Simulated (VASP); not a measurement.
# Si (Fd-3m) in VASP: further runs

Runs on Si. Level: LDA. Tasks: single point.

Everything below comes from runs of VASP 6.6.1. Logs are shortened: lines on timing, memory, paths and dates and some standing lists are left out, and cuts for length are marked.

## (1) The cell of the first run

It takes space group Fd-3m (No. 227, cubic). Conventional cell: a = 5.402 Å, b = 5.402 Å, c = 5.402 Å, α = 90.00°, β = 90.00°, γ = 90.00°. Si (site symmetry -43m) has 4 Si at 2.34 Å within 3.1 Å.

## (2) Single point, LDA

INCAR reads:

```
SYSTEM = Si
ALGO = Normal ; EDIFF = 1E-6
ENCUT = 500 ; GGA = CA
GGA_COMPAT = .False. ; ISIF = 2
ISMEAR = -1 ; LASPH = .True.
LCHARG = .False. ; LREAL = .False.
LWAVE = .False. ; NBANDS = 11
NELM = 120 ; PREC = Accurate
SIGMA = 0.1
```

KPOINTS reads:

```
k-points
0
Gamma
  13 13 13
  0 0 0
```

POSCAR reads:

```
Si
1.0
    0.0000000000      2.7008806138      2.7008806138
    2.7008806138      0.0000000000      2.7008806138
    2.7008806138      2.7008806138      0.0000000000
Si
2
Direct
   -0.1250000000     -0.1250000000     -0.1250000000
    0.1250000000      0.1250000000      0.1250000000
```

Potentials or basis: VASP PAW LDA potentials, release 64 (Si).

Run with:

```sh
$ cat potpaw_LDA.64/Si/POTCAR > POTCAR
$ mpirun -np 1 vasp_std > vasp.out
```

OUTCAR:

```text
SYSTEM = Si
   EDIFF = 1E-6
   ENCUT = 500
   GGA = CA
   ISIF = 2
   ISMEAR = -1
   LASPH = .True.
   LREAL = .False.
   NELM = 120
   PREC = Accurate

 ion  position               nearest neighbor table
   1  0.875  0.875  0.875-   2 2.34   2 2.34   2 2.34   2 2.34
   2  0.125  0.125  0.125-   1 2.34   1 2.34   1 2.34   1 2.34

  LATTYP: Found a face centered cubic cell.
 ALAT       =     5.4017612276

  Lattice vectors:

 A1 = (   0.0000000000,   2.7008806138,   2.7008806138)
 A2 = (   2.7008806138,   0.0000000000,   2.7008806138)
 A3 = (   2.7008806138,   2.7008806138,   0.0000000000)

Analysis of symmetry for initial positions (statically):
=====================================================================
 Subroutine PRICEL returns:
 Original cell was already a primitive cell.

 Routine SETGRP: Setting up the symmetry group for a
 face centered cubic supercell.

 Subroutine GETGRP returns: Found 48 space group operations
 (whereof 12 operations were pure point group operations)
 out of a pool of 48 trial point group operations.

The static configuration has the point symmetry D_3d.
 The point group associated with its full space group is O_h .

Analysis of symmetry for dynamics (positions and initial velocities):
=====================================================================
 Subroutine PRICEL returns:
 Original cell was already a primitive cell.

 Routine SETGRP: Setting up the symmetry group for a
 face centered cubic supercell.

 Subroutine GETGRP returns: Found 48 space group operations
 (whereof 12 operations were pure point group operations)
 out of a pool of 48 trial point group operations.

The dynamic configuration has the point symmetry D_3d.
 The point group associated with its full space group is O_h .

 Subroutine INISYM returns: Found 48 space group operations
 (whereof 12 operations are pure point group operations),
 and found     1 'primitive' translations

----------------------------------------------------------------------------------------

                                     Primitive cell

  volume of cell :      39.4045

  direct lattice vectors                    reciprocal lattice vectors
     0.000000000  2.700880614  2.700880614    -0.185124806  0.185124806  0.185124806
     2.700880614  0.000000000  2.700880614     0.185124806 -0.185124806  0.185124806
     2.700880614  2.700880614  0.000000000     0.185124806  0.185124806 -0.185124806

  length of vectors
     3.819621994  3.819621994  3.819621994     0.320645570  0.320645570  0.320645570

  position of ions in fractional coordinates (direct lattice)
     0.875000000  0.875000000  0.875000000
     0.125000000  0.125000000  0.125000000

  ion indices of the primitive-cell ions
   primitive index   ion index
                 1           1
                 2           2

----------------------------------------------------------------------------------------

 KPOINTS: k-points

Automatic generation of k-mesh.
 Grid dimensions read from file:
 generate k-points for:   13   13   13

 Generating k-lattice:

  Cartesian coordinates                     Fractional coordinates (reciprocal lattice)
    -0.014240370  0.014240370  0.014240370     0.076923077  0.000000000  0.000000000
     0.014240370 -0.014240370  0.014240370     0.000000000  0.076923077  0.000000000
     0.014240370  0.014240370 -0.014240370     0.000000000  0.000000000  0.076923077

  Length of vectors
     0.024665044  0.024665044  0.024665044

  Shift w.r.t. Gamma in fractional coordinates (k-lattice)
     0.000000000  0.000000000  0.000000000

 Subroutine IBZKPT returns following result:
 ===========================================

 Found     84 irreducible k-points:

 Following reciprocal coordinates:
            Coordinates               Weight
  0.000000  0.000000  0.000000      1.000000
  0.076923  0.000000  0.000000      8.000000
  0.153846  0.000000  0.000000      8.000000
  0.230769  0.000000  0.000000      8.000000
  0.307692  0.000000  0.000000      8.000000
  0.384615  0.000000  0.000000      8.000000
[... 16 lines left out ...]
  0.384615  0.153846  0.000000     24.000000
  0.461538  0.153846  0.000000     24.000000
 [... further k-points ...]
   k-points           NKPTS =     84   k-points in BZ     NKDIM =     84   number of bands    NBANDS=     11
   number of dos      NEDOS =    301   number of ions     NIONS =      2
   total plane-waves  NPLWV =  21952
   dimension x,y,z NGX =    28 NGY =   28 NGZ =   28
   dimension x,y,z NGXF=    56 NGYF=   56 NGZF=   56
   ions per type =               2
   NGX,Y,Z   is equivalent  to a cutoff of  12.19, 12.19, 12.19 a.u.
   NGXF,Y,Z  is equivalent  to a cutoff of  24.37, 24.37, 24.37 a.u.
 SYSTEM =  Si
   PREC   = accura    normal or accurate (medium, high low for compatibility)
   ISTART =      0    job   : 0-new  1-cont  2-samecut
   ICHARG =      2    charge: 1-file 2-atom 10-const
   ISPIN  =      1    spin polarized calculation?
   LNONCOLLINEAR =      F non collinear calculations
   LSORBIT =      F    spin-orbit coupling
   LASPH  =      T    aspherical Exc in radial PAW
   ENCUT  =  500.0 eV  36.75 Ry    6.06 a.u.   6.96  6.96  6.96*2*pi/ulx,y,z
   NELM   =    120;   NELMIN=  2; NELMDL= -5     # of ELM steps
   EDIFF  = 0.1E-05   stopping-criterion for ELM
   LREAL  =      F    real-space projection
   EDIFFG = 0.1E-04   stopping-criterion for IOM
   NSW    =      0    number of steps for IOM
   IBRION =     -1    ionic relax: 0-MD 1-quasi-New 2-CG
   NFREE  =      0    steps in history (QN), initial steepest desc. (CG)
   ISIF   =      2    stress and relaxation
   ISYM   =      2    0-nonsym 1-usesym 2-fastsym
   POTIM  = 0.5000    time-step for ionic-motion
   TEBEG  =    0.0;   TEEND  =   0.0 temperature during run
   PSTRESS=    0.0 pullay stress
   NELECT =       8.0000    total number of electrons
   NUPDOWN=      -1.0000    fix difference up-down
   EMIN   =  10.00;   EMAX   =-10.00  energy-range for DOS
   EFERMI =   0.00;   METHOD = LEGACY
   ISMEAR =    -1;   SIGMA  =   0.10  broadening in eV -4-tet -1-fermi 0-gaus
   EFERMI_NEDOS =   21; number of points for ismear=-14 and -15
   IALGO  =     38    algorithm
   IMIX   =      4    mixing-type and parameters
     AMIX     =   0.40;   BMIX     =  1.00
     AMIX_MAG =   1.60;   BMIX_MAG =  1.00
  volume/ion in A,a.u.               =      19.70       132.96
  Fermi-wavevector in a.u.,A,eV,Ry     =   0.962180  1.818256 12.596130  0.925789
  Thomas-Fermi vector in A             =   2.091616
   LORBIT       =      0    0 simple, 1 ext, 2 COOP (PROOUT), +10 PAW based schemes
   GGA     = CA    functional components
   LHFCALC =     F    Hartree Fock is set to
   AEXX    =    0.0000 exact exchange contribution
   IVDW    =     0    specifies the selected vdW correction
   LEPSILON=     F    determine dielectric tensor
   LRPA    =     F    only Hartree local field effects (RPA)
 non-spin polarized calculation
  energy-cutoff  :      500.00
  volume of cell :       39.40
 maximum number of plane-waves:      1018
   NGX = 13   NGY = 13   NGZ = 13

 number of electron       8.0000001 magnetization

 Free energy of the ion-electron system (eV)
  ---------------------------------------------------
  ext. energy  EPLUGINS =         0.00000000
  ---------------------------------------------------
  free energy    TOTEN  =       -11.92008798 eV

  energy without entropy =      -11.91878552  energy(sigma->0) =      -11.91943675

 E-fermi :   6.1486     XC(G=0):  -9.6664

 val. band max:        5.9334062283   @ k =   0.0000   0.0000   0.0000
 cond. band min:       6.4067498546   @ k =   0.3846   0.3846   0.0000
 fundamental gap:      0.4733436263
 Fermi energy:         6.1485872702

 k-point     1 :       0.0000    0.0000    0.0000
  band No.  band energies     occupation
      1      -6.1336      2.00000
      2       5.9334      1.79168
      3       5.9334      1.79168
      4       5.9334      1.79168
      5       8.4648      0.00000
      6       8.4648      0.00000
      7       8.4648      0.00000
      8       9.3269      0.00000
      9      13.6700      0.00000
     10      13.6700      0.00000
     11      13.6801      0.00000

 k-point     2 :       0.0769    0.0000    0.0000
  band No.  band energies     occupation
      1      -6.0550      2.00000
      2       5.1710      1.99989
      3       5.8066      1.93663
      4       5.8066      1.93663
      5       8.5198      0.00000
      6       8.6507      0.00000
      7       8.6507      0.00000
      8       9.8900      0.00000
      9      13.4186      0.00000
     10      13.4186      0.00000
     11      14.0236      0.00000

 k-point     3 :       0.1538    0.0000    0.0000
  band No.  band energies     occupation
      1      -5.8210      2.00000
      2       3.7704      2.00000
      3       5.5267      1.99602
      4       5.5267      1.99602
      5       8.2977      0.00000
      6       9.0528      0.00000
      7       9.0528      0.00000
      8      11.1636      0.00000
      9      13.0360      0.00000
     10      13.0360      0.00000
     11      14.7640      0.00000
[... 267 lines left out ...]
 k-point    23 :       0.3846    0.1538    0.0000
  band No.  band energies     occupation
      1      -4.4590      2.00000
      2       0.6056      2.00000
      3       3.7401      2.00000
      4       4.1600      2.00000
      5       7.9458      0.00000
      6      10.0006      0.00000
      7      10.7193      0.00000
      8      10.7866      0.00000
      9      15.5783      0.00000
     10      15.6157      0.00000
     11      16.1475      0.00000

 k-point    24 :       0.4615    0.1538    0.0000
  band No.  band energies     occupation
      1      -3.8687      2.00000
      2      -0.4260      2.00000
      3       3.3967      2.00000
      4       4.1586      2.00000
      5       7.9391      0.00000
      6       9.8499      0.00000
      7      10.4715      0.00000
      8      11.9378      0.00000
      9      15.3004      0.00000
     10      16.7288      0.00000
     11      17.4822      0.00000

 [... further k-points ...]

------------------------ aborting loop because EDIFF is reached ----------------------------------------

  FORCE on cell =-STRESS in cart. coord.  units (eV):
  Direction    XX          YY          ZZ          XY          YZ          ZX
  --------------------------------------------------------------------------------------
  -------------------------------------------------------------------------------------
  Total        0.0115929      0.0115929      0.0115929     -0.0000000     -0.0000000      0.0000000
  in kB        0.4713650      0.4713650      0.4713650     -0.0000000     -0.0000000      0.0000000
  external PRESSURE =       0.4713650 kB  Pullay stress =       0.0000000 kB

 VOLUME and BASIS-vectors are now :
 -----------------------------------------------------------------------------
  energy-cutoff  :      500.00
  volume of cell :       39.40
      direct lattice vectors                 reciprocal lattice vectors
     0.000000000  2.700880614  2.700880614    -0.185124806  0.185124806  0.185124806
     2.700880614  0.000000000  2.700880614     0.185124806 -0.185124806  0.185124806
     2.700880614  2.700880614  0.000000000     0.185124806  0.185124806 -0.185124806

 POSITION                                       TOTAL-FORCE (eV/Angst)
 -----------------------------------------------------------------------------------
      4.72654      4.72654      4.72654         0.000000      0.000000      0.000000
      0.67522      0.67522      0.67522        -0.000000     -0.000000     -0.000000
 -----------------------------------------------------------------------------------
    total drift:                               -0.000000     -0.000000     -0.000000

  FREE ENERGIE OF THE ION-ELECTRON SYSTEM (eV)
  ---------------------------------------------------
  free  energy   TOTEN  =       -11.9200879772 eV

  energy  without entropy=      -11.9187855248  energy(sigma->0) =      -11.91943675
```

Wall time 15 s (1 thread of Intel Xeon Platinum 8375C at 2.90GHz (Ice Lake), shared host); peak memory 0.15 GiB.

Results:

```
Free energy            : -11.9201 eV
Pressure               : 0.0 GPa
Band gap on the k mesh : 0.47 eV, indirect (least direct gap 2.53 eV)
```

Levels at points of the mesh, in eV from the valence-band top:
```tsv
k point	band 2	band 3	band 4	band 5	band 6	band 7
(0.00, 0.00, 0.00)	0.00	0.00	0.00	2.53	2.53	2.53
```

## (3) Single point, LDA

INCAR reads:

```
ALGO = Normal
EDIFF = 1E-6
ENCUT = 500
GGA = CA
GGA_COMPAT = F
ISIF = 2
ISMEAR = -1
LASPH = T
LCHARG = F
LREAL = F
LWAVE = F
NBANDS = 11
NELM = 120
PREC = Accurate
SIGMA = 0.1
```

KPOINTS reads:

```
k-points
0
Gamma
  13 13 13
```

POSCAR is that of step 2.

Potentials or basis: VASP PAW LDA potentials, release 64 (Si).

Run with:

```sh
$ cat potpaw_LDA.64/Si/POTCAR > POTCAR
$ mpirun -np 1 vasp_std > vasp.out
```

Run time: 14 s. Hardware: 1 thread of Intel Xeon Platinum 8375C at 2.90GHz (Ice Lake), shared host; peak memory 0.15 GiB.

The run converged. Its results:

| Item | Value |
| --- | --- |
| Free energy | -11.9201 eV |
| Pressure | 0.0 GPa |
| Band gap on the k mesh | 0.47 eV, indirect (least direct gap 2.53 eV) |

Levels at points of the mesh, in eV from the valence-band top:
```csv
k point,band 1,band 2,band 3,band 4,band 5,band 6,band 7,band 8
"(0.00, 0.00, 0.00)",-12.07,0.00,0.00,0.00,2.53,2.53,2.53,3.39
```

A k mesh can miss the band edges. As with any semilocal functional, this LDA gap is likely too small.

## (4) Single point, LDA

INCAR reads:

```
PREC = Accurate ; ENCUT = 520
EDIFF = 1E-7 ; ISMEAR = -1
SIGMA = 0.1 ; LREAL = False
LASPH = True ; NELM = 80
ALGO = Normal ; ISIF = 2
LWAVE = False ; LCHARG = False
NBANDS = 11
```

KPOINTS reads:

```
regular mesh
0
Gamma
  13 13 13
```

POSCAR is that of step 3.

Potentials or basis: VASP PAW LDA potentials, release 64 (Si).

Run with:

```sh
$ cat potpaw_LDA.64/Si/POTCAR > POTCAR
$ mpirun -np 1 vasp_std > vasp.out
```

OUTCAR:

```text
PREC = Accurate
   ENCUT = 520
   EDIFF = 1E-7
   ISMEAR = -1
   LREAL = False
   LASPH = True
   NELM = 80
   ISIF = 2

 ion  position               nearest neighbor table
   1  0.875  0.875  0.875-   2 2.34   2 2.34   2 2.34   2 2.34
   2  0.125  0.125  0.125-   1 2.34   1 2.34   1 2.34   1 2.34

  LATTYP: Found a face centered cubic cell.
 ALAT       =     5.4017612276

  Lattice vectors:

 A1 = (   0.0000000000,   2.7008806138,   2.7008806138)
 A2 = (   2.7008806138,   0.0000000000,   2.7008806138)
 A3 = (   2.7008806138,   2.7008806138,   0.0000000000)
[... 512 lines left out ...]
      6       9.8498      0.00000
      7      10.4715      0.00000
      8      11.9377      0.00000
      9      15.3004      0.00000
     10      16.7288      0.00000
     11      17.4806      0.00000

 [... further k-points ...]
[... 5 lines left out ...]
  --------------------------------------------------------------------------------------
  -------------------------------------------------------------------------------------
  Total        0.0117494      0.0117494      0.0117494     -0.0000000      0.0000000      0.0000000
  in kB        0.4777261      0.4777261      0.4777261     -0.0000000      0.0000000      0.0000000
  external PRESSURE =       0.4777261 kB  Pullay stress =       0.0000000 kB

 VOLUME and BASIS-vectors are now :
 -----------------------------------------------------------------------------
  energy-cutoff  :      520.00
  volume of cell :       39.40
      direct lattice vectors                 reciprocal lattice vectors
     0.000000000  2.700880614  2.700880614    -0.185124806  0.185124806  0.185124806
     2.700880614  0.000000000  2.700880614     0.185124806 -0.185124806  0.185124806
     2.700880614  2.700880614  0.000000000     0.185124806  0.185124806 -0.185124806

 POSITION                                       TOTAL-FORCE (eV/Angst)
 -----------------------------------------------------------------------------------
      4.72654      4.72654      4.72654        -0.000000      0.000000     -0.000000
      0.67522      0.67522      0.67522         0.000000     -0.000000      0.000000
 -----------------------------------------------------------------------------------
    total drift:                               -0.000000     -0.000000     -0.000000

  FREE ENERGIE OF THE ION-ELECTRON SYSTEM (eV)
  ---------------------------------------------------
  free  energy   TOTEN  =       -11.9201280298 eV

  energy  without entropy=      -11.9188257813  energy(sigma->0) =      -11.91947691
```

It took 56 s on 1 thread of Intel Xeon 8259CL, shared host; peak memory 0.15 GiB.

What came out:

```yaml
Free_energy: -11.9201 eV
Pressure: 0.0 GPa
Band_gap_on_the_k_mesh: 0.47 eV, indirect (least direct gap 2.53 eV)
```

A k mesh can miss the band edges.

(Part 1 of 2 ends here.)
